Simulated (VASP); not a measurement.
Here is a VASP 6.6.1 calculation.

The input INCAR:

```
PREC = Accurate
ENCUT = 520
EDIFF = 1E-6
ISMEAR = -1
SIGMA = 0.05
LREAL = False
LASPH = True
NELM = 80
ALGO = Normal
ISIF = 2
LWAVE = False
LCHARG = True
GGA = PS
LELF = True
LVHAR = True
NBANDS = 28
```

Contents of KPOINTS:

```
Automatic mesh
0
Gamma
  6 6 6
```

POSCAR

```
BaZrO3
1.0
    4.1810436780      0.0000000000      0.0000000000
    0.0000000000      4.1810436780      0.0000000000
    0.0000000000      0.0000000000      4.1810436780
Ba Zr O
1 1 3
Direct
    0.0000000000      0.0000000000      0.0000000000
    0.5000000000      0.5000000000      0.5000000000
    0.5000000000      0.5000000000      0.0000000000
    0.5000000000      0.0000000000      0.5000000000
    0.0000000000      0.5000000000      0.5000000000
```

Potentials or basis: VASP PAW PBE potentials, release 64 (Ba_sv, Zr_sv, O).

Command:

```bash
$ cat potpaw_PBE.64/Ba_sv/POTCAR potpaw_PBE.64/Zr_sv/POTCAR potpaw_PBE.64/O/POTCAR > POTCAR
$ mpirun -np 1 vasp_std > vasp.out
```

**Question.** What does it give for the band gap on the k mesh?

**Answer.** 3.12 eV, indirect (least direct gap 3.33 eV).

**Question.** Estimate the pressure.

**Answer.** 1.1 GPa.

Caveat: the PAW data sets were made with another functional, which shifts forces and pressure a little; spin-orbit coupling is left out, which moves the levels of the heavy elements. A k mesh can miss the band edges.
